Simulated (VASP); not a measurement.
# Bi (P2/m) in VASP: further runs, part 2 of 2

VASP 6.6.1. Earlier steps stand in the parts before.

### 3 Single point, PBEsol (uniaxial strain along c: +1.5 %)

Input file INCAR:

```
SYSTEM = Bi
  PREC = Accurate
  ENCUT = 520
  EDIFF = 1E-7
  ISMEAR = 0
  SIGMA = 0.1
  LREAL = .FALSE.
  LASPH = .TRUE.
  NELM = 60
  ALGO = Fast
  ISIF = 2
  LWAVE = .FALSE.
  LCHARG = .FALSE.
  GGA = PS
  NBANDS = 22
```

Input file KPOINTS:

```
regular mesh
0
G
  14 14 8
  0 0 0
```

Input file POSCAR:

```
Bi
1.0
    3.2359958945      0.0000000000     -0.0001359244
    0.0000000000      3.2180129466      0.0000000000
   -0.0142943226      0.0000000000      6.4047870011
Bi
2
Direct
    0.3983292417      0.0000000000      0.2500193853
    0.6016707583      0.0000000000      0.7499806147
```

Potentials or basis: VASP PAW PBE potentials, release 64 (Bi_d).

Launch:

```
$ cat potpaw_PBE.64/Bi_d/POTCAR > POTCAR
$ mpirun -np 1 vasp_std > vasp.out
```

Run time: 6.8 min. Hardware: 1 thread of Oxide Virtual Turin-like, shared host; peak memory 0.54 GiB.

It converged, with:

| Property | Result |
| --- | --- |
| Free energy | -8.5574 eV |
| Pressure | -0.5 GPa |
| Largest force | 0.038 eV/Å |
| Band gap on the k mesh | zero (bands 15 and 16 overlap by 6.32 eV) |

Forces on the atoms (eV/Å):
```
Bi   0.038  0.000  0.000
Bi  -0.038  0.000  0.000
```

Stress tensor (GPa, compression positive):
```
-0.01  0.00  0.01
 0.00  0.12  0.00
 0.01  0.00 -1.61
```

Levels at points of the mesh, in eV from the Fermi level:
| k point | band 13 | band 14 | band 15 | band 16 | band 17 | band 18 |
| --- | --- | --- | --- | --- | --- | --- |
| (0.00, 0.00, 0.00) | -5.06 | 3.24 | 3.28 | 3.61 | 4.14 | 5.26 |
| (0.50, 0.00, 0.00) | -4.89 | -3.33 | -2.87 | 1.44 | 5.36 | 6.51 |
| (0.00, 0.50, 0.00) | -5.11 | -3.17 | -3.11 | 2.67 | 5.22 | 5.63 |
| (0.50, 0.50, 0.00) | -3.09 | -2.96 | -1.61 | -1.48 | -1.01 | 2.89 |
| (0.00, 0.00, 0.50) | -1.83 | -1.83 | 3.90 | 3.92 | 4.11 | 4.11 |
| (0.50, 0.00, 0.50) | -4.51 | -4.51 | 0.40 | 0.43 | 5.29 | 5.31 |
| (0.00, 0.50, 0.50) | -4.32 | -4.32 | 0.21 | 0.22 | 5.42 | 5.42 |
| (0.50, 0.50, 0.50) | -2.60 | -2.59 | -2.43 | -2.42 | 2.37 | 2.39 |

Caveat: the cell differs from its parent crystal (uniaxial strain along c: +1.5 %); the PAW data sets were made with another functional, which shifts forces and pressure a little; spin-orbit coupling is left out, which moves the levels of the heavy elements.

### 4 Single point, PBEsol (uniaxial strain along c: -3.0 %)

Input file INCAR:

```
SYSTEM = Bi
PREC     = Accurate       ! precision mode
ENCUT    = 520            ! plane-wave cutoff, eV
EDIFF    = 1E-6           ! SCF threshold, eV
ISMEAR   = 0              ! smearing method
SIGMA    = 0.1            ! smearing width, eV
LREAL    = .False.        ! projectors in reciprocal space
LASPH    = .True.         ! aspherical terms in the spheres
NELM     = 80             ! most SCF steps
ALGO     = Fast           ! electronic algorithm
ISIF     = 2              ! what is computed and relaxed
LWAVE    = .False.        ! write WAVECAR
LCHARG   = .False.        ! write CHGCAR
GGA      = PS             ! functional
NBANDS   = 22             ! bands
```

Input file KPOINTS:

```
Automatic mesh
0
Gamma
  14 14 8
  0 0 0
```

Input file POSCAR:

```
Bi
1.0
    3.2725369673      0.0000000000      0.0002718489
    0.0000000000      3.2543518632      0.0000000000
   -0.0136605841      0.0000000000      6.1208309271
Bi
2
Direct
    0.3761019459      0.0000000000      0.2499343429
    0.6238980541      0.0000000000      0.7500656571
```

Potentials or basis: VASP PAW PBE potentials, release 64 (Bi_d).

Launch:

```
$ cat potpaw_PBE.64/Bi_d/POTCAR > POTCAR
$ mpirun -np 1 vasp_std > vasp.out
```

OUTCAR:

```text
SYSTEM = Bi
   PREC = Accurate
   ENCUT = 520
   EDIFF = 1E-6
   ISMEAR = 0
   LREAL = .False.
   LASPH = .True.
   NELM = 80
   ISIF = 2
   GGA = PS

 ion  position               nearest neighbor table
   1  0.376  0.000  0.250-   2 3.17   2 3.17   2 3.92
   2  0.624  0.000  0.750-   1 3.17   1 3.17   1 3.92

  LATTYP: Found a simple monoclinic cell.
 ALAT       =     3.2725369786
 B/A-ratio  =     0.9944431139
 C/A-ratio  =     1.8703673056
 COS(beta)  =    -0.0021487434

  Lattice vectors:

[... 787 lines left out ...]

------------------------ aborting loop because EDIFF is reached ----------------------------------------

  FORCE on cell =-STRESS in cart. coord.  units (eV):
  Direction    XX          YY          ZZ          XY          YZ          ZX
  --------------------------------------------------------------------------------------
  -------------------------------------------------------------------------------------
  Total        0.0609927     -0.1659565      0.8750217      0.0000000      0.0000000      0.0028051
  in kB        1.4990949     -4.0789212     21.5065075      0.0000000      0.0000000      0.0689442
  external PRESSURE =       6.3088937 kB  Pullay stress =       0.0000000 kB

 VOLUME and BASIS-vectors are now :
 -----------------------------------------------------------------------------
  energy-cutoff  :      520.00
  volume of cell :       65.19
      direct lattice vectors                 reciprocal lattice vectors
     3.272536967  0.000000000  0.000271849     0.305573268  0.000000000  0.000681984
     0.000000000  3.254351863  0.000000000     0.000000000  0.307280848  0.000000000
    -0.013660584  0.000000000  6.120830927    -0.000013572  0.000000000  0.163376480

 POSITION                                       TOTAL-FORCE (eV/Angst)
 -----------------------------------------------------------------------------------
      1.22739      0.00000      1.52991        -0.053367      0.000000     -0.000252
      2.03148      0.00000      4.59119         0.053367      0.000000      0.000252
 -----------------------------------------------------------------------------------
    total drift:                                0.000000     -0.000000      0.000000

  FREE ENERGIE OF THE ION-ELECTRON SYSTEM (eV)
  ---------------------------------------------------
  free  energy   TOTEN  =        -8.5519971824 eV

  energy  without entropy=       -8.5474673614  energy(sigma->0) =       -8.54973227
```

It took 7 min on 1 thread of Oxide Virtual Turin-like, shared host; peak memory 0.53 GiB.

Results:

```yaml
Free_energy: -8.5520 eV
Pressure: 0.6 GPa
Largest_force: 0.053 eV/Å
Band_gap_on_the_k_mesh: zero (bands 15 and 16 overlap by 6.10 eV)
```

Forces in eV/Å, atoms in the order of the input:
```
Bi  -0.053  0.000  0.000
Bi   0.053  0.000  0.000
```

Caveat: the cell differs from its parent crystal (uniaxial strain along c: -3.0 %); the PAW data sets were made with another functional, which shifts forces and pressure a little; spin-orbit coupling is left out, which moves the levels of the heavy elements.

### 5 Single point, PBEsol (uniaxial strain along c: -3.0 %, then relaxed in part)

Input file INCAR:

```
PREC = Accurate ; ENCUT = 520
EDIFF = 1E-7 ; ISMEAR = 0
SIGMA = 0.1 ; LREAL = False
LASPH = True ; NELM = 80
ALGO = Fast ; ISIF = 2
LWAVE = False ; LCHARG = False
GGA = PS ; NBANDS = 22
```

Input file KPOINTS:

```
regular mesh
0
Gamma
  14 14 8
```

Input file POSCAR:

```
Bi
1.0
    3.2843448318      0.0000000000      0.0002855387
    0.0000000000      3.2472003271      0.0000000000
   -0.0136842689      0.0000000000      6.1208308742
Bi
2
Direct
    0.3552207896      0.0000000000      0.2499314875
    0.6447792104      0.0000000000      0.7500685125
```

Launch:

```
$ cat potpaw_PBE.64/Bi_d/POTCAR > POTCAR
$ mpirun -np 1 vasp_std > vasp.out
```

It took 11 min on 1 thread of Oxide Virtual Turin-like, shared host; peak memory 0.54 GiB.

Results (log left out):

| Item | Value |
| --- | --- |
| Free energy | -8.5560 eV |
| Pressure | 0.2 GPa |
| Band gap on the k mesh | zero (bands 15 and 16 overlap by 6.08 eV) |

Stress tensor (GPa, compression positive):
```
-0.07  0.00  0.00
 0.00 -0.09  0.00
 0.00  0.00  0.85
```

Levels at points of the mesh, in eV from the Fermi level:
| k point | band 12 | band 13 | band 14 | band 15 | band 16 | band 17 | band 18 | band 19 |
| --- | --- | --- | --- | --- | --- | --- | --- | --- |
| (0.00, 0.00, 0.00) | -11.06 | -5.25 | 2.85 | 3.11 | 3.63 | 4.07 | 5.23 | 6.67 |
| (0.50, 0.00, 0.00) | -9.84 | -4.74 | -3.31 | -2.88 | 0.60 | 4.97 | 6.55 | 8.21 |
| (0.00, 0.50, 0.00) | -9.19 | -5.27 | -3.42 | -2.94 | 2.63 | 5.02 | 5.58 | 5.99 |
| (0.50, 0.50, 0.00) | -7.94 | -3.18 | -2.88 | -1.81 | -1.52 | -1.11 | 2.79 | 3.00 |
| (0.00, 0.00, 0.50) | -12.56 | -1.56 | -1.56 | 3.42 | 3.45 | 3.82 | 3.82 | 7.35 |
| (0.50, 0.00, 0.50) | -10.68 | -4.81 | -4.80 | 0.83 | 0.86 | 5.52 | 5.55 | 5.68 |
| (0.00, 0.50, 0.50) | -10.68 | -4.35 | -4.35 | 0.39 | 0.39 | 5.32 | 5.35 | 5.77 |
| (0.50, 0.50, 0.50) | -8.81 | -2.97 | -2.97 | -2.55 | -2.54 | 2.67 | 2.71 | 3.04 |

Caveat: the cell differs from its parent crystal (uniaxial strain along c: -3.0 %, then relaxed in part); the PAW data sets were made with another functional, which shifts forces and pressure a little; spin-orbit coupling is left out, which moves the levels of the heavy elements.

### 6 Summary

```tsv
cell	further INCAR settings	gap on the mesh (eV)	pressure (GPa)	largest force (eV/Å)
a = 3.235, b = 3.221, c = 6.405 Å, angles 90.0, 90.1, 90.0°, 2 atoms, atomic positions A	ALGO = Fast; EDIFF = 1e-06; NBANDS = 22	none	-0.3	-
a = 3.236, b = 3.218, c = 6.405 Å, angles 90.0, 90.1, 90.0°, 2 atoms, atomic positions B	ALGO = Fast; EDIFF = 1e-07; NBANDS = 22	none	-0.5	0.04
a = 3.273, b = 3.254, c = 6.121 Å, angles 90.0, 90.1, 90.0°, 2 atoms, atomic positions C	ALGO = Fast; EDIFF = 1e-06; NBANDS = 22	none	0.6	0.05
a = 3.284, b = 3.247, c = 6.121 Å, angles 90.0, 90.1, 90.0°, 2 atoms, atomic positions D	ALGO = Fast; EDIFF = 1e-07; NBANDS = 22	none	0.2	-
```

Alike in all rows: task single point; level PBEsol; potentials or basis VASP PAW PBE potentials, release 64 (Bi_d); no spin polarisation; k mesh 14 × 14 × 8; cutoff (eV) 520; smearing gaussian 0.1 eV.

Caveats: the PAW data sets were made with another functional, which shifts forces and pressure a little; spin-orbit coupling is left out, which moves the levels of the heavy elements.

Absolute energies hang on the potentials; compare differences alone.
